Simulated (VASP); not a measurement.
# LiPbF3 (Pm-3m) in VASP: relaxation of cell and atoms with PBE

Aim: the relaxation of cell and atoms of LiPbF3 with PBE.

Everything below comes from runs of VASP 6.6.1. Logs are shortened: lines on timing, memory, paths and dates and some standing lists are left out, and cuts for length are marked.

**1. The cell of the first run**

It takes space group Pm-3m (No. 221, cubic). Conventional cell: a = 4.808 Å, b = 4.808 Å, c = 4.808 Å, α = 90.00°, β = 90.00°, γ = 90.00°. Within 4.5 Å of Li (site symmetry m-3m) lie 12 F at 3.40 Å and 8 Pb at 4.16 Å. Within 3.2 Å of Pb (site symmetry m-3m) lie 6 F at 2.40 Å. F (site symmetry 4/mmm) has 2 Pb at 2.40 Å within 3.2 Å.

**2. Relaxation of cell and atoms, PBE**

The input, INCAR:

```
SYSTEM = LiPbF3
ALGO = Normal
EDIFF = 1E-6
EDIFFG = -0.001
ENCUT = 600
GGA = PE
IBRION = 2
ISIF = 3
ISMEAR = 0
LASPH = .True.
LCHARG = .False.
LREAL = .False.
LWAVE = .False.
NELM = 80
NSW = 80
PREC = Accurate
SIGMA = 0.01
```

The input, KPOINTS:

```
k-points
0
Gamma
  6 6 6
  0 0 0
```

The input, POSCAR:

```
LiPbF3
1.0
    4.8082068767      0.0000000000      0.0000000000
    0.0000000000      4.8082068767      0.0000000000
    0.0000000000      0.0000000000      4.8082068767
Li Pb F
1 1 3
Direct
    0.5000000000      0.5000000000      0.5000000000
    0.0000000000      0.0000000000      0.0000000000
    0.5000000000      0.0000000000      0.0000000000
    0.0000000000      0.5000000000      0.0000000000
    0.0000000000      0.0000000000      0.5000000000
```

Potentials or basis: VASP PAW PBE potentials, release 64 (Li_sv, Pb_d, F).

Command:

```bash
cat potpaw_PBE.64/Li_sv/POTCAR potpaw_PBE.64/Pb_d/POTCAR potpaw_PBE.64/F/POTCAR > POTCAR
mpirun -np 1 vasp_std > vasp.out
```

OUTCAR:

```text
SYSTEM = LiPbF3
   EDIFF = 1E-6
   EDIFFG = -0.001
   ENCUT = 600
   GGA = PE
   IBRION = 2
   ISIF = 3
   ISMEAR = 0
   LASPH = .True.
   LREAL = .False.
   NELM = 80
   NSW = 80
   PREC = Accurate

 ion  position               nearest neighbor table
   1  0.500  0.500  0.500-
   2  0.000  0.000  0.000-   3 2.40   4 2.40   5 2.40   5 2.40   4 2.40   3 2.40
   3  0.500  0.000  0.000-   2 2.40   2 2.40
   4  0.000  0.500  0.000-   2 2.40   2 2.40
   5  0.000  0.000  0.500-   2 2.40   2 2.40

  LATTYP: Found a simple cubic cell.
 ALAT       =     4.8082068767

  Lattice vectors:

 A1 = (   4.8082068767,   0.0000000000,   0.0000000000)
 A2 = (   0.0000000000,   4.8082068767,   0.0000000000)
 A3 = (   0.0000000000,   0.0000000000,   4.8082068767)

Analysis of symmetry for initial positions (statically):
=====================================================================
 Subroutine PRICEL returns:
 Original cell was already a primitive cell.

 Routine SETGRP: Setting up the symmetry group for a
 simple cubic supercell.

 Subroutine GETGRP returns: Found 48 space group operations
 (whereof 48 operations were pure point group operations)
 out of a pool of 48 trial point group operations.

The static configuration has the point symmetry O_h .

Analysis of symmetry for dynamics (positions and initial velocities):
=====================================================================
 Subroutine PRICEL returns:
 Original cell was already a primitive cell.

 Routine SETGRP: Setting up the symmetry group for a
 simple cubic supercell.

 Subroutine GETGRP returns: Found 48 space group operations
 (whereof 48 operations were pure point group operations)
 out of a pool of 48 trial point group operations.

The dynamic configuration has the point symmetry O_h .

 Subroutine INISYM returns: Found 48 space group operations
 (whereof 48 operations are pure point group operations),
 and found     1 'primitive' translations

----------------------------------------------------------------------------------------

                                     Primitive cell

  volume of cell :     111.1602

  direct lattice vectors                    reciprocal lattice vectors
     4.808206877  0.000000000  0.000000000     0.207977740  0.000000000  0.000000000
[... 75 lines left out ...]
   NGX,Y,Z   is equivalent  to a cutoff of  13.83, 13.83, 13.83 a.u.
   NGXF,Y,Z  is equivalent  to a cutoff of  27.66, 27.66, 27.66 a.u.
 SYSTEM =  LiPbF3
   PREC   = accura    normal or accurate (medium, high low for compatibility)
   ISTART =      0    job   : 0-new  1-cont  2-samecut
   ICHARG =      2    charge: 1-file 2-atom 10-const
   ISPIN  =      1    spin polarized calculation?
   LNONCOLLINEAR =      F non collinear calculations
   LSORBIT =      F    spin-orbit coupling
   LASPH  =      T    aspherical Exc in radial PAW
   ENCUT  =  600.0 eV  44.10 Ry    6.64 a.u.   9.60  9.60  9.60*2*pi/ulx,y,z
   NELM   =     80;   NELMIN=  2; NELMDL= -5     # of ELM steps
   EDIFF  = 0.1E-05   stopping-criterion for ELM
   LREAL  =      F    real-space projection
   EDIFFG = -.1E-02   stopping-criterion for IOM
   NSW    =     80    number of steps for IOM
   IBRION =      2    ionic relax: 0-MD 1-quasi-New 2-CG
   NFREE  =      1    steps in history (QN), initial steepest desc. (CG)
   ISIF   =      3    stress and relaxation
   ISYM   =      2    0-nonsym 1-usesym 2-fastsym
   POTIM  = 0.5000    time-step for ionic-motion
   TEBEG  =    0.0;   TEEND  =   0.0 temperature during run
   PSTRESS=    0.0 pullay stress
   NELECT =      38.0000    total number of electrons
   NUPDOWN=      -1.0000    fix difference up-down
   EMIN   =  10.00;   EMAX   =-10.00  energy-range for DOS
   EFERMI =   0.00;   METHOD = LEGACY
   ISMEAR =     0;   SIGMA  =   0.01  broadening in eV -4-tet -1-fermi 0-gaus
   EFERMI_NEDOS =   21; number of points for ismear=-14 and -15
   IALGO  =     38    algorithm
   IMIX   =      4    mixing-type and parameters
     AMIX     =   0.40;   BMIX     =  1.00
     AMIX_MAG =   1.60;   BMIX_MAG =  1.00
  volume/ion in A,a.u.               =      22.23       150.03
  Fermi-wavevector in a.u.,A,eV,Ry     =   1.144686  2.163142 17.827783  1.310305
  Thomas-Fermi vector in A             =   2.281377
   LORBIT       =      0    0 simple, 1 ext, 2 COOP (PROOUT), +10 PAW based schemes
   GGA     = PE    functional components
   LHFCALC =     F    Hartree Fock is set to
   AEXX    =    0.0000 exact exchange contribution
   IVDW    =     0    specifies the selected vdW correction
   LEPSILON=     F    determine dielectric tensor
   LRPA    =     F    only Hartree local field effects (RPA)
 conjugate gradient relaxation of ions
 non-spin polarized calculation
 Gauss-broadening in eV      SIGMA  =   0.01
  energy-cutoff  :      600.00
  volume of cell :      111.16
 maximum number of plane-waves:      3755
 NGX is ok and might be reduce to    40
   NGX = 19   NGY = 19   NGZ = 19

--------------------------------------- Ionic step        1  -------------------------------------------

 number of electron      37.9999960 magnetization

 Free energy of the ion-electron system (eV)
  ---------------------------------------------------
  ext. energy  EPLUGINS =         0.00000000
  ---------------------------------------------------
  free energy    TOTEN  =       -21.43322813 eV

  energy without entropy =      -21.43322813  energy(sigma->0) =      -21.43322813

------------------------ aborting loop because EDIFF is reached ----------------------------------------

  FORCE on cell =-STRESS in cart. coord.  units (eV):
  Direction    XX          YY          ZZ          XY          YZ          ZX
  --------------------------------------------------------------------------------------
  -------------------------------------------------------------------------------------
  Total       -0.1135952     -0.1135952     -0.1135952     -0.0000000     -0.0000000      0.0000000
  in kB       -1.6372729     -1.6372729     -1.6372729     -0.0000000     -0.0000000      0.0000000
  external PRESSURE =      -1.6372729 kB  Pullay stress =       0.0000000 kB
[... 143 lines left out ...]
--------------------------------------- Ionic step        5  -------------------------------------------

 number of electron      37.9999965 magnetization

 Free energy of the ion-electron system (eV)
  ---------------------------------------------------
  ext. energy  EPLUGINS =         0.00000000
  ---------------------------------------------------
  free energy    TOTEN  =       -21.43346136 eV

  energy without entropy =      -21.43346136  energy(sigma->0) =      -21.43346136

 E-fermi :   1.4285     XC(G=0):  -7.1879

 val. band max:        1.2096478720   @ k =   0.5000   0.5000   0.5000
 cond. band min:       3.1121797210   @ k =   0.0000   0.0000   0.0000
 fundamental gap:      1.9025318489
 Fermi energy:         1.4284668163

 k-point     1 :       0.0000    0.0000    0.0000
  band No.  band energies     occupation
      1     -48.1194      2.00000
      2     -21.4509      2.00000
      3     -21.3075      2.00000
      4     -21.3075      2.00000
      5     -14.7751      2.00000
      6     -14.7751      2.00000
[... 541 lines left out ...]
  FREE ENERGIE OF THE ION-ELECTRON SYSTEM (eV)
  ---------------------------------------------------
  free  energy   TOTEN  =       -21.4334613558 eV

  energy  without entropy=      -21.4334613558  energy(sigma->0) =      -21.43346136

 reached required accuracy - stopping structural energy minimisation
```

OSZICAR:

```text
N       E                     dE             d eps       ncg     rms          rms(c)
DAV:   1     0.444166269458E+03    0.44417E+03   -0.20101E+04   920   0.183E+03
DAV:   2     0.281226742874E+02   -0.41604E+03   -0.40440E+03  1118   0.470E+02
DAV:   3    -0.209000018162E+02   -0.49023E+02   -0.48888E+02  1012   0.169E+02
[... 36 lines left out ...]
DAV:   1    -0.214335629546E+02   -0.10596E-03   -0.23851E-03  1096   0.610E-01    0.749E-02
DAV:   2    -0.214334690999E+02    0.93855E-04   -0.44084E-04  1040   0.193E-01    0.151E-02
DAV:   3    -0.214334632689E+02    0.58310E-05   -0.20398E-05  1176   0.645E-02    0.726E-03
DAV:   4    -0.214334617890E+02    0.14799E-05   -0.73370E-06  1111   0.380E-02    0.283E-03
DAV:   5    -0.214334613558E+02    0.43320E-06   -0.11282E-06   559   0.145E-02
   5 F= -.21433461E+02 E0= -.21433461E+02  d E =-.233226E-03
```

It took 2.6 min on 1 thread of Intel Xeon Platinum 8488C (Sapphire Rapids), shared host; peak memory 0.28 GiB.

Results:

```
Free energy                           : -21.4335 eV
Relaxed volume                        : 22.14 Å³/atom
Relaxed cell                          : a = 4.801 Å, b = 4.801 Å, c = 4.801 Å, α = 90.00°, β = 90.00°, γ = 90.00°
Space group after relaxing (to 0.1 Å) : Pm-3m (No. 221)
Energy gained by relaxing             : 0.0 meV/atom
Ionic steps                           : 5
Pressure after relaxing               : 0.0 GPa
Band gap on the k mesh                : 1.90 eV (least direct gap 3.33 eV)
```

Step by step:
| step | energy change (eV) | largest force (eV/Å) | pressure (GPa) | volume (Å³) |
| --- | --- | --- | --- | --- |
| 1 | 0.0000 | 0.0000 | -0.16 | 111.16 |
| 2 | -0.0002 | 0.0000 | -0.02 | 110.80 |
| 3 | -0.0002 | 0.0000 | -0.03 | 110.74 |
| 4 | -0.0002 | 0.0000 | 0.03 | 110.64 |
| 5 | -0.0002 | 0.0000 | 0.00 | 110.69 |

Final structure:
```
Li Pb F
1.0
     4.80143    0.00000    0.00000
     0.00000    4.80143    0.00000
     0.00000    0.00000    4.80143
Li Pb F
1 1 3
Direct
  0.50000 0.50000 0.50000
  0.00000 0.00000 0.00000
  0.50000 0.00000 0.00000
  0.00000 0.50000 0.00000
  0.00000 0.00000 0.50000
```

Caveat: the cutoff is under 1.25 times the usual one of these potentials, so pressure, stress and relaxed cells hold a basis-set (Pulay) error; spin-orbit coupling is left out, which moves the levels of the heavy elements.
